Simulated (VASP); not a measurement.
# Ga in VASP: notebook

Runs on Ga. Level: PBE. Tasks: relaxation of cell and atoms.

All numbers are computed with VASP 6.6.1; they aren't measurements. Logs are shortened: lines on timing, memory, paths and dates and some standing lists are left out, and cuts for length are marked.

### Step 1. The cell of the first run

It takes space group Pm-3m (No. 221, cubic). Conventional cell: a = 2.714 Å, b = 2.714 Å, c = 2.714 Å, α = 90.00°, β = 90.00°, γ = 90.00°. Ga (site symmetry m-3m) has 6 Ga at 2.71 Å within 3.6 Å.

The cell was generated, and may not be a known phase.

### Step 2. Relaxation of cell and atoms, PBE

The input, INCAR:

```
PREC     = Accurate       # precision mode
ENCUT    = 600            # plane-wave cutoff, eV
EDIFF    = 1E-6           # SCF threshold, eV
ISMEAR   = 0              # smearing method
SIGMA    = 0.1            # smearing width, eV
LREAL    = F              # projectors in reciprocal space
LASPH    = T              # aspherical terms in the spheres
NELM     = 60             # most SCF steps
ALGO     = Normal         # electronic algorithm
ISIF     = 3              # what is computed and relaxed
LWAVE    = F              # write WAVECAR
LCHARG   = F              # write CHGCAR
GGA      = PE             # functional
IBRION   = 2              # ionic algorithm
NSW      = 100            # ionic steps
EDIFFG   = -0.01          # ionic threshold
```

The input, KPOINTS:

```
Automatic mesh
0
Gamma
  20 20 20
```

The input, POSCAR:

```
Ga
1.0
    2.7138319468      0.0000000000      0.0000000000
    0.0000000000      2.7138319468      0.0000000000
    0.0000000000      0.0000000000      2.7138319468
Ga
1
Direct
    0.0000000000      0.0000000000      0.0000000000
```

Potentials or basis: VASP PAW PBE potentials, release 64 (Ga_d).

Run with:

```console
cat potpaw_PBE.64/Ga_d/POTCAR > POTCAR
mpirun -np 1 vasp_std > vasp.out
```

OUTCAR:

```text
PREC = Accurate
   ENCUT = 600
   EDIFF = 1E-6
   ISMEAR = 0
   LREAL = F
   LASPH = T
   NELM = 60
   ISIF = 3
   GGA = PE
   IBRION = 2
   NSW = 100
   EDIFFG = -0.01

 ion  position               nearest neighbor table
   1  0.000  0.000  0.000-

  LATTYP: Found a simple cubic cell.
 ALAT       =     2.7138319468

  Lattice vectors:

 A1 = (   2.7138319468,   0.0000000000,   0.0000000000)
 A2 = (   0.0000000000,   2.7138319468,   0.0000000000)
 A3 = (   0.0000000000,   0.0000000000,   2.7138319468)

Analysis of symmetry for initial positions (statically):
=====================================================================
 Subroutine PRICEL returns:
 Original cell was already a primitive cell.

 Routine SETGRP: Setting up the symmetry group for a
 simple cubic supercell.

 Subroutine GETGRP returns: Found 48 space group operations
 (whereof 48 operations were pure point group operations)
 out of a pool of 48 trial point group operations.

The static configuration has the point symmetry O_h .

Analysis of symmetry for dynamics (positions and initial velocities):
=====================================================================
 Subroutine PRICEL returns:
 Original cell was already a primitive cell.

 Routine SETGRP: Setting up the symmetry group for a
 simple cubic supercell.

 Subroutine GETGRP returns: Found 48 space group operations
 (whereof 48 operations were pure point group operations)
 out of a pool of 48 trial point group operations.

The dynamic configuration has the point symmetry O_h .

 Subroutine INISYM returns: Found 48 space group operations
 (whereof 48 operations are pure point group operations),
 and found     1 'primitive' translations

----------------------------------------------------------------------------------------

                                     Primitive cell

  volume of cell :      19.9871

  direct lattice vectors                    reciprocal lattice vectors
     2.713831947  0.000000000  0.000000000     0.368482655  0.000000000  0.000000000
     0.000000000  2.713831947  0.000000000     0.000000000  0.368482655  0.000000000
     0.000000000  0.000000000  2.713831947     0.000000000  0.000000000  0.368482655

  length of vectors
     2.713831947  2.713831947  2.713831947     0.368482655  0.368482655  0.368482655

  position of ions in fractional coordinates (direct lattice)
     0.000000000  0.000000000  0.000000000

  ion indices of the primitive-cell ions
   primitive index   ion index
                 1           1

----------------------------------------------------------------------------------------

 KPOINTS: Automatic mesh

Automatic generation of k-mesh.
 Grid dimensions read from file:
 generate k-points for:   20   20   20

 Generating k-lattice:

  Cartesian coordinates                     Fractional coordinates (reciprocal lattice)
     0.018424133  0.000000000  0.000000000     0.050000000  0.000000000  0.000000000
     0.000000000  0.018424133  0.000000000     0.000000000  0.050000000  0.000000000
     0.000000000  0.000000000  0.018424133     0.000000000  0.000000000  0.050000000

  Length of vectors
     0.018424133  0.018424133  0.018424133

  Shift w.r.t. Gamma in fractional coordinates (k-lattice)
     0.000000000  0.000000000  0.000000000

 Subroutine IBZKPT returns following result:
 ===========================================

 Found    286 irreducible k-points:

 Following reciprocal coordinates:
            Coordinates               Weight
  0.000000  0.000000  0.000000      1.000000
  0.050000  0.000000  0.000000      6.000000
  0.100000  0.000000  0.000000      6.000000
  0.150000  0.000000  0.000000      6.000000
  0.200000  0.000000  0.000000      6.000000
  0.250000  0.000000  0.000000      6.000000
[... 16 lines left out ...]
  0.150000  0.100000  0.000000     24.000000
  0.200000  0.100000  0.000000     24.000000
 [... further k-points ...]
   k-points           NKPTS =    286   k-points in BZ     NKDIM =    286   number of bands    NBANDS=     10
   number of dos      NEDOS =    301   number of ions     NIONS =      1
   total plane-waves  NPLWV =  13824
   dimension x,y,z NGX =    24 NGY =   24 NGZ =   24
   dimension x,y,z NGXF=    48 NGYF=   48 NGZF=   48
   ions per type =               1
   NGX,Y,Z   is equivalent  to a cutoff of  14.70, 14.70, 14.70 a.u.
   NGXF,Y,Z  is equivalent  to a cutoff of  29.40, 29.40, 29.40 a.u.
 SYSTEM =  unknown system
   PREC   = accura    normal or accurate (medium, high low for compatibility)
   ISTART =      0    job   : 0-new  1-cont  2-samecut
   ICHARG =      2    charge: 1-file 2-atom 10-const
   ISPIN  =      1    spin polarized calculation?
   LNONCOLLINEAR =      F non collinear calculations
   LSORBIT =      F    spin-orbit coupling
   LASPH  =      T    aspherical Exc in radial PAW
   ENCUT  =  600.0 eV  44.10 Ry    6.64 a.u.   5.42  5.42  5.42*2*pi/ulx,y,z
   NELM   =     60;   NELMIN=  2; NELMDL= -5     # of ELM steps
   EDIFF  = 0.1E-05   stopping-criterion for ELM
   LREAL  =      F    real-space projection
   EDIFFG = -.1E-01   stopping-criterion for IOM
   NSW    =    100    number of steps for IOM
   IBRION =      2    ionic relax: 0-MD 1-quasi-New 2-CG
   NFREE  =      1    steps in history (QN), initial steepest desc. (CG)
   ISIF   =      3    stress and relaxation
   ISYM   =      2    0-nonsym 1-usesym 2-fastsym
   POTIM  = 0.5000    time-step for ionic-motion
   TEBEG  =    0.0;   TEEND  =   0.0 temperature during run
   PSTRESS=    0.0 pullay stress
   NELECT =      13.0000    total number of electrons
   NUPDOWN=      -1.0000    fix difference up-down
   EMIN   =  10.00;   EMAX   =-10.00  energy-range for DOS
   EFERMI =   0.00;   METHOD = LEGACY
   ISMEAR =     0;   SIGMA  =   0.10  broadening in eV -4-tet -1-fermi 0-gaus
   EFERMI_NEDOS =   21; number of points for ismear=-14 and -15
   IALGO  =     38    algorithm
   IMIX   =      4    mixing-type and parameters
     AMIX     =   0.40;   BMIX     =  1.00
     AMIX_MAG =   1.60;   BMIX_MAG =  1.00
  volume/ion in A,a.u.               =      19.99       134.88
  Fermi-wavevector in a.u.,A,eV,Ry     =   1.418425  2.680434 27.373957  2.011929
  Thomas-Fermi vector in A             =   2.539552
   LORBIT       =      0    0 simple, 1 ext, 2 COOP (PROOUT), +10 PAW based schemes
   GGA     = PE    functional components
   LHFCALC =     F    Hartree Fock is set to
   AEXX    =    0.0000 exact exchange contribution
   IVDW    =     0    specifies the selected vdW correction
   LEPSILON=     F    determine dielectric tensor
   LRPA    =     F    only Hartree local field effects (RPA)
 conjugate gradient relaxation of ions
 non-spin polarized calculation
 Gauss-broadening in eV      SIGMA  =   0.10
  energy-cutoff  :      600.00
  volume of cell :       19.99
 maximum number of plane-waves:       691
 NGX is ok and might be reduce to    24

--------------------------------------- Ionic step        1  -------------------------------------------

 number of electron      13.0000005 magnetization

 Free energy of the ion-electron system (eV)
  ---------------------------------------------------
  ext. energy  EPLUGINS =         0.00000000
  ---------------------------------------------------
  free energy    TOTEN  =        -2.82652533 eV

  energy without entropy =       -2.82388833  energy(sigma->0) =       -2.82520683

------------------------ aborting loop because EDIFF is reached ----------------------------------------

  FORCE on cell =-STRESS in cart. coord.  units (eV):
  Direction    XX          YY          ZZ          XY          YZ          ZX
  --------------------------------------------------------------------------------------
  -------------------------------------------------------------------------------------
  Total        0.0220128      0.0220128      0.0220128      0.0000000     -0.0000000      0.0000000
  in kB        1.7645626      1.7645626      1.7645626      0.0000000     -0.0000000      0.0000000
  external PRESSURE =       1.7645626 kB  Pullay stress =       0.0000000 kB

 VOLUME and BASIS-vectors are now :
 -----------------------------------------------------------------------------
  energy-cutoff  :      600.00
  volume of cell :       19.99
      direct lattice vectors                 reciprocal lattice vectors
     2.713831947  0.000000000  0.000000000     0.368482655  0.000000000  0.000000000
     0.000000000  2.713831947  0.000000000     0.000000000  0.368482655  0.000000000
     0.000000000  0.000000000  2.713831947     0.000000000  0.000000000  0.368482655

 POSITION                                       TOTAL-FORCE (eV/Angst)
 -----------------------------------------------------------------------------------
      0.00000      0.00000      0.00000         0.000000      0.000000      0.000000
 -----------------------------------------------------------------------------------
    total drift:                                0.000000     -0.000000      0.000000

  FREE ENERGIE OF THE ION-ELECTRON SYSTEM (eV)
  ---------------------------------------------------
  free  energy   TOTEN  =        -2.8265253258 eV

  energy  without entropy=       -2.8238883272  energy(sigma->0) =       -2.82520683

--------------------------------------- Ionic step        2  -------------------------------------------

 number of electron      13.0000005 magnetization

 Free energy of the ion-electron system (eV)
  ---------------------------------------------------
  ext. energy  EPLUGINS =         0.00000000
  ---------------------------------------------------
  free energy    TOTEN  =        -2.82658364 eV

  energy without entropy =       -2.82390615  energy(sigma->0) =       -2.82524490

 E-fermi :   4.7565     XC(G=0): -10.6359

 val. band max:        4.7559029444   @ k =   0.4500   0.4000   0.2000
 cond. band min:       4.7874536386   @ k =   0.4000   0.4000   0.1000
 fundamental gap:      0.0315506942
 Fermi energy:         4.7565118799

 k-point     1 :       0.0000    0.0000    0.0000
  band No.  band energies     occupation
      1     -10.3579      2.00000
      2     -10.3579      2.00000
      3      -9.8448      2.00000
      4      -9.8448      2.00000
      5      -9.8448      2.00000
      6      -5.8025      2.00000
      7      13.7087      0.00000
      8      13.7087      0.00000
      9      13.7087      0.00000
     10      16.6388      0.00000

 k-point     2 :       0.0500    0.0000    0.0000
  band No.  band energies     occupation
      1     -10.3570      2.00000
      2     -10.3494      2.00000
      3      -9.8483      2.00000
      4      -9.8483      2.00000
      5      -9.8445      2.00000
      6      -5.7519      2.00000
      7      12.8103      0.00000
      8      13.7615      0.00000
      9      13.7615      0.00000
     10      16.6819      0.00000

 k-point     3 :       0.1000    0.0000    0.0000
  band No.  band energies     occupation
      1     -10.3542      2.00000
      2     -10.3247      2.00000
      3      -9.8584      2.00000
      4      -9.8584      2.00000
      5      -9.8436      2.00000
      6      -5.5997      2.00000
      7      11.2072      0.00000
      8      13.9189      0.00000
      9      13.9189      0.00000
     10      16.8114      0.00000
[... 248 lines left out ...]
 k-point    23 :       0.1500    0.1000    0.0000
  band No.  band energies     occupation
      1     -10.3279      2.00000
      2     -10.2703      2.00000
      3      -9.8904      2.00000
      4      -9.8729      2.00000
      5      -9.8557      2.00000
      6      -5.1422      2.00000
      7       9.6883      0.00000
      8      11.7314      0.00000
      9      14.3881      0.00000
     10      17.8588      0.00000

 k-point    24 :       0.2000    0.1000    0.0000
  band No.  band energies     occupation
      1     -10.3211      2.00000
      2     -10.2239      2.00000
      3      -9.9118      2.00000
      4      -9.8925      2.00000
      5      -9.8539      2.00000
      6      -4.7843      2.00000
      7       8.0636      0.00000
      8      12.0588      0.00000
      9      14.7421      0.00000
     10      18.1713      0.00000

 [... further k-points ...]

------------------------ aborting loop because EDIFF is reached ----------------------------------------

  FORCE on cell =-STRESS in cart. coord.  units (eV):
  Direction    XX          YY          ZZ          XY          YZ          ZX
  --------------------------------------------------------------------------------------
  -------------------------------------------------------------------------------------
  Total        0.0013171      0.0013171      0.0013171      0.0000000     -0.0000000     -0.0000000
  in kB        0.1052405      0.1052405      0.1052405      0.0000000     -0.0000000     -0.0000000
  external PRESSURE =       0.1052405 kB  Pullay stress =       0.0000000 kB

 VOLUME and BASIS-vectors are now :
 -----------------------------------------------------------------------------
  energy-cutoff  :      600.00
  volume of cell :       20.05
      direct lattice vectors                 reciprocal lattice vectors
     2.716713917  0.000000000  0.000000000     0.368091757  0.000000000 -0.000000000
     0.000000000  2.716713917  0.000000000    -0.000000000  0.368091757  0.000000000
     0.000000000 -0.000000000  2.716713917    -0.000000000 -0.000000000  0.368091757

 POSITION                                       TOTAL-FORCE (eV/Angst)
 -----------------------------------------------------------------------------------
      0.00000      0.00000      0.00000         0.000000     -0.000000      0.000000
 -----------------------------------------------------------------------------------
    total drift:                                0.000000     -0.000000      0.000000

  FREE ENERGIE OF THE ION-ELECTRON SYSTEM (eV)
  ---------------------------------------------------
  free  energy   TOTEN  =        -2.8265836431 eV

  energy  without entropy=       -2.8239061508  energy(sigma->0) =       -2.82524490

 reached required accuracy - stopping structural energy minimisation
```

Run time: 36 s. Hardware: 1 thread of Intel Xeon Platinum 8259CL at 2.50GHz (Skylake/Cascade Lake), shared host; peak memory 0.2 GiB.

Results:

| Property | Result |
| --- | --- |
| Free energy | -2.8266 eV |
| Relaxed volume | 20.05 Å³/atom |
| Relaxed cell | a = 2.717 Å, b = 2.717 Å, c = 2.717 Å, α = 90.00°, β = 90.00°, γ = 90.00° |
| Space group after relaxing (to 0.1 Å) | Pm-3m (No. 221) |
| Energy gained by relaxing | 0.1 meV/atom |
| Ionic steps | 2 |
| Pressure after relaxing | 0.0 GPa |
| Band gap on the k mesh | zero (an odd number of electrons rules out a gap without spin polarisation) |

Final structure:
```yaml
crystal:
  lattice:
    - [2.71671, 0.00000, 0.00000]
    - [0.00000, 2.71671, 0.00000]
    - [0.00000, 0.00000, 2.71671]
  atoms:
    - { symbol: Ga, position: [0.00000, 0.00000, 0.00000] }
```

### Step 3. Relaxation of cell and atoms, PBE

This run uses another cell than the first one: it holds 4 atoms, not 1.

The input, INCAR:

```
SYSTEM = Ga
PREC = Accurate
ENCUT = 600
EDIFF = 1E-7
ISMEAR = 0
SIGMA = 0.2
LREAL = .False.
LASPH = .True.
NELM = 60
ALGO = Fast
ISIF = 3
LWAVE = .False.
LCHARG = .False.
GGA = PE
IBRION = 2
NSW = 80
EDIFFG = -0.025
```

The input, KPOINTS:

```
Automatic mesh
0
Gamma
  8 4 4
  0 0 0
```

The input, POSCAR:

```
Ga
1.0
   -0.0185311358     -2.7416638715      0.0004581659
   -5.3754756114     -0.0370622716      0.0040762791
    0.0040762791      0.0009163318     -5.4453912973
Ga
4
Direct
   -0.0036473470      0.0026484319      0.0044622687
    1.0043700351      0.0033588424      0.4915376054
    0.0017102299      0.4859711338     -0.0032529462
   -0.0024329181      0.5080215918      0.5072530721
```

Potentials or basis: VASP PAW PBE potentials, release 64 (Ga_d).

Run with:

```console
cat potpaw_PBE.64/Ga_d/POTCAR > POTCAR
mpirun -np 1 vasp_std > vasp.out
```

It took 17 min on 1 thread of Intel Xeon Platinum 8259CL at 2.50GHz (Skylake/Cascade Lake), shared host; peak memory 0.33 GiB.

The run converged. Its results:

- Free energy: -11.3870 eV
- Relaxed volume: 20.34 Å³/atom
- Relaxed cell: a = 2.728 Å, b = 5.457 Å, c = 5.467 Å, α = 90.21°, β = 89.94°, γ = 88.79°
- Space group after relaxing (to 0.1 Å): Cmcm (No. 63)
- Energy gained by relaxing: 10.0 meV/atom
- Ionic steps: 8
- Pressure after relaxing: 0.0 GPa
- Largest force after relaxing: 0.013 eV/Å
- Band gap on the k mesh: zero (bands 26 and 27 overlap by 4.86 eV)

Forces in eV/Å, atoms in the order of the input:
```
Ga   0.004  0.003  0.006
Ga  -0.006 -0.003 -0.001
Ga   0.012 -0.001 -0.005
Ga  -0.010  0.001  0.000
```

Stress tensor (GPa, compression positive):
```
-0.06  0.13 -0.02
 0.13 -0.04  0.03
-0.02  0.03  0.02
```

Step by step:
| step | energy change (eV) | largest force (eV/Å) | pressure (GPa) | volume (Å³) |
| --- | --- | --- | --- | --- |
| 1 | 0.0000 | 0.4551 | 0.82 | 80.25 |
| 2 | -0.0273 | 0.2517 | 0.06 | 81.45 |
| 3 | -0.0337 | 0.1428 | -0.52 | 82.28 |
| 4 | -0.0339 | 0.1273 | -0.53 | 82.41 |
| 5 | -0.0384 | 0.0687 | -0.12 | 81.65 |
| 6 | -0.0393 | 0.0340 | 0.14 | 81.22 |
| 7 | -0.0393 | 0.0289 | 0.18 | 81.15 |
| 8 | -0.0399 | 0.0127 | -0.03 | 81.37 |

Final structure:
```
Ga
1.0
    -0.02900   -2.72794   -0.00140
    -5.45695   -0.05724    0.00982
     0.00995   -0.00283   -5.46703
Ga
4
Cartesian
  -5.4424 -2.7770 -5.4477
  -0.0283 -0.0145 -2.7212
  -2.6957 -0.0331 -0.0061
  -2.7856 -2.7514 -2.7422
```

Levels at points of the mesh, in eV from the Fermi level:
| k point | band 23 | band 24 | band 25 | band 26 | band 27 | band 28 | band 29 | band 30 |
| --- | --- | --- | --- | --- | --- | --- | --- | --- |
| (0.00, 0.00, 0.00) | -5.95 | -3.82 | -3.81 | -1.50 | -0.46 | -0.39 | 4.42 | 9.02 |
| (0.50, 0.00, 0.00) | -1.50 | -1.48 | -0.59 | -0.44 | -0.41 | -0.23 | 2.62 | 2.83 |
| (0.00, 0.50, 0.00) | -4.80 | -4.80 | -2.58 | -2.57 | 1.76 | 1.77 | 5.48 | 5.48 |
| (0.50, 0.50, 0.00) | -2.57 | -2.57 | -0.39 | -0.39 | 0.78 | 0.78 | 0.81 | 0.81 |
| (0.00, 0.00, 0.50) | -4.77 | -4.77 | -2.58 | -2.58 | 1.72 | 1.72 | 5.46 | 5.47 |
| (0.50, 0.00, 0.50) | -2.58 | -2.58 | -0.36 | -0.36 | 0.62 | 0.62 | 0.98 | 0.98 |
| (0.00, 0.50, 0.50) | -7.73 | -7.73 | 2.42 | 2.43 | 2.46 | 2.47 | 3.49 | 3.50 |
| (0.50, 0.50, 0.50) | -3.57 | -3.57 | -1.36 | -1.35 | -1.34 | -1.34 | 5.74 | 5.77 |

The gap in the log of VASP goes by the Fermi energy; the results here count the filled bands.